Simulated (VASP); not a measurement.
# C18S in VASP: a series of runs

Runs on C18S. Level: PBE+D3(BJ). Tasks: single point.

Program: VASP 6.6.1. These are calculated values, not measurements. Logs are shortened: lines on timing, memory, paths and dates and some standing lists are left out, and cuts for length are marked.

**1. The cell of the first run**

The cell holds a slab with vacuum, 19 atoms: a = 7.398 Å, b = 7.398 Å, c = 13.000 Å, α = 90.00°, β = 90.00°, γ = 120.00°.

**2. Single point, PBE+D3(BJ), collinear spin, zero start**

Input file INCAR:

```
SYSTEM = C18S
PREC = Accurate ; ENCUT = 520
EDIFF = 1E-6 ; ISMEAR = -1
SIGMA = 0.05 ; LREAL = .FALSE.
LASPH = .TRUE. ; NELM = 200
ALGO = Normal ; ISIF = 2
LWAVE = .FALSE. ; LCHARG = .FALSE.
ISPIN = 2 ; MAGMOM = 0 0 0 0 0 0 0 0 0 0 0 0 0 0 0 0 0 0 0
LORBIT = 11 ; GGA = PE
IVDW = 12 ; NBANDS = 58
GGA_COMPAT = .FALSE. ; NELMDL = -8
```

Input file KPOINTS:

```
regular mesh
0
G
  2 2 1
  0 0 0
```

Input file POSCAR:

```
C18S
1.0
    7.3980000000      0.0000000000      0.0000000000
   -3.6990000000      6.4068560000      0.0000000000
    0.0000000000      0.0000000000     13.0000000000
C S
18 1
Direct
    0.0077136162      0.0018500494      0.0717323846
    0.2286348045      0.1121749888      0.0715763846
    0.0081754924      0.3345786139      0.0705039231
    0.2307284796      0.4462001331      0.0700456923
    0.0072514490      0.6690798108      0.0699566923
    0.2296187791      0.7805076312      0.0709959231
    0.3363435899     -0.0009859750      0.0754457692
    0.5616245463      0.1146743426      0.0946606923
    0.3414395090      0.3352539842      0.0723098462
    0.5643891554      0.4481346233      0.0735697692
    0.3424271124      0.6688761227      0.0720441538
    0.5624809635      0.7786026407      0.0765786154
    0.6760041590      0.0013908538      0.0860357692
    0.8984679581      0.1144857946      0.0745764615
    0.6777595158      0.3402803185      0.0770256923
    0.8966197696      0.4472519751      0.0710541538
    0.6746597028      0.6687816926      0.0736975385
    0.8968842368      0.7797244077      0.0727506154
    0.5945058232      1.1085171885      0.2408250000
```

Potentials or basis: VASP PAW PBE potentials, release 64 (C, S).

Launch:

```
> cat potpaw_PBE.64/C/POTCAR potpaw_PBE.64/S/POTCAR > POTCAR
> mpirun -np 1 vasp_std > vasp.out
```

OUTCAR:

```text
SYSTEM = C18S
   PREC = Accurate
   ENCUT = 520
   EDIFF = 1E-6
   ISMEAR = -1
   LREAL = .FALSE.
   LASPH = .TRUE.
   NELM = 200
   ISIF = 2
   ISPIN = 2
   LORBIT = 11
   GGA = PE
   IVDW = 12
   NELMDL = -8
 IVDW          = 12

 ion  position               nearest neighbor table
   1  0.008  0.002  0.072-   2 1.42  14 1.42  18 1.42
   2  0.229  0.112  0.072-   1 1.42   7 1.42   9 1.43
   3  0.008  0.335  0.071-  14 1.41   4 1.43  16 1.44
   4  0.231  0.446  0.070-   9 1.42   3 1.43  11 1.43
   5  0.007  0.669  0.070-  18 1.42  16 1.42   6 1.42
   6  0.230  0.781  0.071-   7 1.40   5 1.42  11 1.44
   7  0.336  0.999  0.075-   6 1.40   2 1.42   8 1.46
   8  0.562  0.115  0.095-  13 1.46  15 1.46   7 1.46  19 1.92
   9  0.341  0.335  0.072-   4 1.42  10 1.43   2 1.43
  10  0.564  0.448  0.074-  17 1.41  15 1.42   9 1.43
  11  0.342  0.669  0.072-  12 1.41   4 1.43   6 1.44
  12  0.562  0.779  0.077-  11 1.41  17 1.42  13 1.43
  13  0.676  0.001  0.086-  12 1.43  14 1.43   8 1.46  19 2.35
  14  0.898  0.114  0.075-   3 1.41   1 1.42  13 1.43
  15  0.678  0.340  0.077-  16 1.40  10 1.42   8 1.46
  16  0.897  0.447  0.071-  15 1.40   5 1.42   3 1.44
  17  0.675  0.669  0.074-  10 1.41  12 1.42  18 1.42
  18  0.897  0.780  0.073-   5 1.42   1 1.42  17 1.42
  19  0.595  0.109  0.241-   8 1.92  13 2.35

  LATTYP: Found a hexagonal cell.
 ALAT       =     7.3980000000
 C/A-ratio  =     1.7572316842

  Lattice vectors:

 A1 = (   7.3980000000,   0.0000000000,   0.0000000000)
 A2 = (  -3.6990000000,   6.4068560000,   0.0000000000)
 A3 = (   0.0000000000,   0.0000000000,  13.0000000000)

Analysis of symmetry for initial positions (statically):
=====================================================================
 Subroutine PRICEL returns:
 Original cell was already a primitive cell.

 Routine SETGRP: Setting up the symmetry group for a
 hexagonal supercell.

 Subroutine GETGRP returns: Found  1 space group operations
 (whereof  1 operations were pure point group operations)
 out of a pool of 24 trial point group operations.

The static configuration has the point symmetry C_1 .

Analysis of symmetry for dynamics (positions and initial velocities):
=====================================================================
 Subroutine PRICEL returns:
 Original cell was already a primitive cell.

 Routine SETGRP: Setting up the symmetry group for a
 hexagonal supercell.

 Subroutine GETGRP returns: Found  1 space group operations
[... 172 lines left out ...]
 Free energy of the ion-electron system (eV)
  ---------------------------------------------------
  ext. energy  EPLUGINS =         0.00000000
  ---------------------------------------------------
  free energy    TOTEN  =      -167.27962855 eV

  energy without entropy =     -167.25066817  energy(sigma->0) =     -167.26514836

 E-fermi :  -1.9749     XC(G=0):  -3.7586

 val. band max:       -2.0446929660   @ k =   0.0000   0.0000   0.0000
 cond. band min:      -1.8723310163   @ k =   0.0000   0.0000   0.0000
 fundamental gap:      0.1723619498
 Fermi energy:        -1.9749332090

 spin component 1

 k-point     1 :       0.0000    0.0000    0.0000
  band No.  band energies     occupation
      1     -21.7165      1.00000
      2     -19.5240      1.00000
      3     -19.1061      1.00000
      4     -19.0958      1.00000
      5     -19.0326      1.00000
      6     -19.0067      1.00000
[... 205 lines left out ...]
     50       3.8277      0.00000
     51       4.1658      0.00000
 Fermi energy:        -1.9749332090

 spin component 2

 k-point     1 :       0.0000    0.0000    0.0000
  band No.  band energies     occupation
      1     -21.7165      1.00000
      2     -19.5240      1.00000
      3     -19.1061      1.00000
      4     -19.0958      1.00000
      5     -19.0326      1.00000
      6     -19.0067      1.00000
[... 205 lines left out ...]
     50       3.8277      0.00000
     51       4.1658      0.00000
 [bands above 51 left out]

------------------------ aborting loop because EDIFF is reached ----------------------------------------

 Edisp (eV)   -1.79900

 E8    (eV) :    -0.5686

  FORCE on cell =-STRESS in cart. coord.  units (eV):
  Direction    XX          YY          ZZ          XY          YZ          ZX
  --------------------------------------------------------------------------------------
  -------------------------------------------------------------------------------------
  Total       2.68848     1.95346    -0.20608    -0.24749    -0.90008     0.48418
  in kB       6.99062     5.07940    -0.53585    -0.64354    -2.34040     1.25897
  external pressure =        3.84 kB  Pullay stress =        0.00 kB

 VOLUME and BASIS-vectors are now :
 -----------------------------------------------------------------------------
  energy-cutoff  :      520.00
  volume of cell :      616.17
      direct lattice vectors                 reciprocal lattice vectors
     7.398000000  0.000000000  0.000000000     0.135171668  0.078041398  0.000000000
    -3.699000000  6.406856000  0.000000000     0.000000000  0.156082796  0.000000000
     0.000000000  0.000000000 13.000000000     0.000000000  0.000000000  0.076923077

 POSITION                                       TOTAL-FORCE (eV/Angst)
 -----------------------------------------------------------------------------------
      0.05022      0.01185      0.93252        -0.008477      0.027535      0.025935
      1.27651      0.71869      0.93049        -0.022377      0.025037      0.004199
     -1.17712      2.14360      0.91655        -0.003185     -0.000587     -0.000498
      0.05643      2.85874      0.91059        -0.004697      0.008076     -0.001693
     -2.42128      4.28670      0.90944        -0.015481      0.021941     -0.029740
     -1.18838      5.00060      0.92295        -0.005401      0.031836     -0.004585
[... 11 lines left out ...]
      3.75095      4.99558      0.94576        -0.014833      0.014841     -0.001261
      3.99675      0.69525      3.13073         0.228827     -0.423543     -0.043238
 -----------------------------------------------------------------------------------
    total drift:                                0.000941     -0.000234     -0.000275

  FREE ENERGIE OF THE ION-ELECTRON SYSTEM (eV)
  ---------------------------------------------------
  free  energy   TOTEN  =      -169.0786269055 eV

  energy  without entropy=     -169.0496665255  energy(sigma->0) =     -169.06414672

 total charge

# of ion       s       p       d       tot
------------------------------------------
    1        0.865   1.787   0.000   2.652
    2        0.862   1.800   0.000   2.662
    3        0.863   1.777   0.000   2.640
    4        0.862   1.787   0.000   2.648
    5        0.865   1.785   0.000   2.650
    6        0.861   1.799   0.000   2.660
[... 11 lines left out ...]
   18        0.862   1.797   0.000   2.659
   19        1.379   2.249   0.000   3.628
--------------------------------------------------
tot         16.900  34.315   0.000  51.215

 magnetization (x)

# of ion       s       p       d       tot
------------------------------------------
    1        0.000   0.000   0.000   0.000
    2       -0.000  -0.000   0.000  -0.000
    3        0.000   0.000   0.000   0.000
    4        0.000   0.000   0.000   0.000
    5        0.000   0.000   0.000   0.000
    6        0.000  -0.000   0.000  -0.000
[... 11 lines left out ...]
   18        0.000  -0.000   0.000   0.000
   19        0.000   0.000   0.000   0.000
--------------------------------------------------
tot          0.000   0.000   0.000   0.000
```

OSZICAR:

```text
N       E                     dE             d eps       ncg     rms          rms(c)
DAV:   1     0.641025155979E+03    0.64103E+03   -0.30610E+04   928   0.106E+03
[... 21 lines left out ...]
DAV:  23    -0.167279458351E+03   -0.29517E-03   -0.25861E-05   910   0.103E-02    0.507E-03
DAV:  24    -0.167279579284E+03   -0.12093E-03   -0.73265E-06   928   0.589E-03    0.167E-03
DAV:  25    -0.167279598681E+03   -0.19397E-04   -0.58028E-07   776   0.210E-03    0.115E-03
DAV:  26    -0.167279622066E+03   -0.23385E-04   -0.18031E-06   912   0.256E-03    0.700E-04
DAV:  27    -0.167279626121E+03   -0.40547E-05   -0.26654E-07   736   0.109E-03    0.418E-04
DAV:  28    -0.167279628010E+03   -0.18889E-05   -0.16737E-07   736   0.830E-04    0.308E-04
DAV:  29    -0.167279628546E+03   -0.53577E-06   -0.67840E-08   688   0.526E-04
   1 F= -.16907863E+03 E0= -.16906415E+03  d E =-.289604E-01  mag=    -0.0000
```

It took 7.4 min on 1 thread of Intel Xeon 6975P-C (Granite Rapids), shared host; peak memory 0.96 GiB.

What came out:

```yaml
Free_energy: -169.0786 eV
Largest_force: 0.483 eV/Å
Band_gap_on_the_k_mesh: 0.17 eV
Net_moment: 0.00 μB per cell
Valence_electrons_inside_the_program's_atomic_spheres: C 2.65, 2.66, 2.64, 2.60, 2.63, 2.59 (each value once); S 3.63
Dispersion_energy_per_atom: -0.095 eV
```

Forces in eV/Å, atoms in the order of the input:
```
C   -0.008  0.028  0.026
C   -0.022  0.025  0.004
C   -0.003 -0.001  0.000
C   -0.005  0.008 -0.002
C   -0.015  0.022 -0.030
C   -0.005  0.032 -0.005
C    0.007  0.012  0.004
C   -0.034  0.065  0.060
C   -0.014  0.005 -0.002
C   -0.003  0.028 -0.063
C   -0.001  0.020 -0.002
C   -0.031  0.009  0.053
C   -0.038  0.029  0.190
C    0.001  0.043  0.058
C   -0.006  0.040 -0.182
C   -0.032  0.021 -0.062
C   -0.003  0.023 -0.004
C   -0.015  0.015 -0.001
S    0.229 -0.424 -0.043
```

Levels at points of the mesh, in eV from the valence-band top:
Spin up:
```csv
k point,band 35,band 36,band 37,band 38,band 39,band 40,band 41,band 42,band 43,band 44
"(0.00, 0.00, 0.00)",-3.12,-1.57,-1.09,-0.89,0.00,0.17,0.43,2.03,3.60,4.47
"(0.50, 0.00, 0.00)",-2.79,-2.63,-2.41,-0.84,-0.70,0.43,1.97,2.49,2.54,2.60
"(0.00, 0.50, 0.00)",-2.77,-2.63,-2.42,-0.80,-0.74,0.40,1.98,2.50,2.53,2.60
"(0.50, 0.50, 0.00)",-2.73,-2.64,-2.46,-0.79,-0.57,0.19,2.07,2.45,2.54,2.69
```
Spin down:
```
           k point  band 37  band 38  band 39  band 40  band 41  band 42
(0.00, 0.00, 0.00)    -1.09    -0.89     0.00     0.17     0.43     2.03
(0.50, 0.00, 0.00)    -2.41    -0.84    -0.70     0.43     1.97     2.49
(0.00, 0.50, 0.00)    -2.42    -0.80    -0.74     0.40     1.98     2.50
(0.50, 0.50, 0.00)    -2.46    -0.79    -0.57     0.19     2.07     2.45
```

Caveat: the k points lie up to 0.49 Å⁻¹ apart; there is no dipole correction, which matters where the two faces differ.

**3. Single point, PBE+D3(BJ), collinear spin, zero start**

Input file INCAR:

```
SYSTEM = C18S
ALGO = Normal
EDIFF = 1E-6
ENCUT = 520
GGA = PE
GGA_COMPAT = .FALSE.
ISIF = 2
ISMEAR = -1
ISPIN = 2
IVDW = 12
LASPH = .TRUE.
LCHARG = .TRUE.
LELF = .TRUE.
LORBIT = 11
LREAL = .FALSE.
LVHAR = .TRUE.
LWAVE = .FALSE.
MAGMOM = 0 0 0 0 0 0 0 0 0 0 0 0 0 0 0 0 0 0 0
NBANDS = 58
NELM = 200
NELMDL = -8
PREC = Accurate
SIGMA = 0.05
```

Input file KPOINTS:

```
k-points
0
G
  2 2 1
  0 0 0
```

Input file POSCAR:

```
C18S
1.0
    7.3980000000      0.0000000000      0.0000000000
   -3.6990000000      6.4068560000      0.0000000000
    0.0000000000      0.0000000000     13.0000000000
C S
18 1
Direct
    0.0069613282      0.0015676956      0.0699596923
    0.2294668827      0.1125063526      0.0710391538
    0.0079677858      0.3374881533      0.0705840769
    0.2306252623      0.4483832632      0.0698891538
    0.0075909833      0.6693852648      0.0715782308
    0.2282431849      0.7799483865      0.0711487692
    0.3359200745      0.0008923253      0.0749920000
    0.5609993313      0.1095331314      0.0946470000
    0.3424990290      0.3374541273      0.0721790769
    0.5617610856      0.4474183593      0.0772360769
    0.3411625581      0.6697263057      0.0721163846
    0.5642550782      0.7797748225      0.0732820769
    0.6777539882      0.0009151134      0.0764082308
    0.8960498314      0.1126892816      0.0711356923
    0.6756776251      0.3377996946      0.0886905385
    0.8987013108      0.4475369823      0.0750128462
    0.6743126981      0.6693766802      0.0737531538
    0.8966585753      0.7807707868      0.0727015385
    0.5991216098      1.1617679561      0.2390311538
```

Potentials or basis: VASP PAW PBE potentials, release 64 (C, S).

Launch:

```
> cat potpaw_PBE.64/C/POTCAR potpaw_PBE.64/S/POTCAR > POTCAR
> mpirun -np 1 vasp_std > vasp.out
```

Run time: 8.1 min. Hardware: 1 thread of Intel Xeon 6975P-C (Granite Rapids), shared host; peak memory 0.94 GiB.

Results (log left out):

```
Free energy                                           : -169.1353 eV
Largest force                                         : 0.674 eV/Å
Band gap on the k mesh                                : 0.20 eV
Net moment                                            : 0.00 μB per cell
Valence electrons inside the program's atomic spheres : C 2.65, 2.66, 2.64, 2.60, 2.58 (each value once); S 3.63
Dispersion energy per atom                            : -0.095 eV
```

Forces in eV/Å, atoms in the order of the input:
```
C    0.013 -0.039 -0.045
C    0.028 -0.025 -0.015
C   -0.003 -0.005  0.001
C    0.004 -0.011 -0.005
C    0.021 -0.033  0.038
C    0.007 -0.042  0.001
C    0.010 -0.010 -0.011
C    0.050 -0.090  0.058
C    0.020 -0.014 -0.004
C   -0.010 -0.042  0.088
C   -0.003 -0.021  0.001
C    0.034 -0.022 -0.082
C    0.040 -0.040 -0.234
C    0.000 -0.050 -0.085
C    0.008 -0.073  0.301
C    0.046 -0.030  0.095
C    0.014 -0.030  0.001
C    0.009 -0.024 -0.001
S   -0.287  0.601 -0.104
```

Levels at points of the mesh, in eV from the valence-band top:
Spin up:
| k point | band 35 | band 36 | band 37 | band 38 | band 39 | band 40 | band 41 | band 42 | band 43 | band 44 |
| --- | --- | --- | --- | --- | --- | --- | --- | --- | --- | --- |
| (0.00, 0.00, 0.00) | -3.09 | -1.68 | -1.10 | -0.93 | 0.00 | 0.20 | 0.55 | 2.13 | 3.61 | 4.37 |
| (0.50, 0.00, 0.00) | -2.75 | -2.60 | -2.37 | -0.91 | -0.78 | 0.59 | 1.99 | 2.52 | 2.57 | 2.61 |
| (0.00, 0.50, 0.00) | -2.68 | -2.62 | -2.43 | -0.87 | -0.58 | 0.26 | 2.12 | 2.47 | 2.57 | 2.74 |
| (0.50, 0.50, 0.00) | -2.74 | -2.60 | -2.38 | -0.88 | -0.82 | 0.57 | 2.00 | 2.53 | 2.57 | 2.61 |
Spin down:
```tsv
k point	band 36	band 37	band 38	band 39	band 40	band 41	band 42	band 43
(0.00, 0.00, 0.00)	-1.68	-1.10	-0.93	0.00	0.20	0.55	2.13	3.61
(0.50, 0.00, 0.00)	-2.60	-2.37	-0.91	-0.78	0.59	1.99	2.52	2.57
(0.00, 0.50, 0.00)	-2.62	-2.43	-0.87	-0.58	0.26	2.12	2.47	2.57
(0.50, 0.50, 0.00)	-2.60	-2.38	-0.88	-0.82	0.57	2.00	2.53	2.57
```

Caveat: the k points lie up to 0.49 Å⁻¹ apart; there is no dipole correction, which matters where the two faces differ.
